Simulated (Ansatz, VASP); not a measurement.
# TiO2: VASP beside Ansatz

```
CELL_PARAMETERS angstrom
4.53255 0.00000 0.00000
0.00000 4.53255 0.00000
0.00000 0.00000 2.77891
ATOMIC_POSITIONS crystal
Ti 0.00000 0.00000 0.00000
Ti 0.50000 0.50000 0.50000
O 0.30510 0.30510 0.00000
O 0.19490 0.80510 0.50000
O 0.69490 0.69490 0.00000
O 0.80510 0.19490 0.50000
```

Alike in both runs: task single point; functional PBE; k mesh 8 × 8 × 10; occupations gaussian, width 0.05 eV; no spin polarisation.

|  | VASP | Ansatz |
| --- | --- | --- |
| version | VASP 6.6.1 | Ansatz 0.2.0 |
| potentials or method | VASP PAW PBE potentials, release 64 (Ti_sv, O), cutoff 520 eV | scalar-relativistic, plane waves, PAW |
| valence electrons in the cell | 48 | 48 |

Ansatz gave:

| Quantity | Value |
| --- | --- |
| gap on the k mesh at the Fermi level (eV) | 2.23 |
| least direct gap on the mesh (eV) | 2.23 |
| rms of the force components (eV/Å) | 0.429 |

Problem. Estimate VASP's values.

Solution. gap on the k mesh at the Fermi level (eV): 2.20; least direct gap on the mesh (eV): 2.20; rms of the force components (eV/Å): 0.449.

Atom by atom the forces differ by 0.021 eV/Å (rms over components).
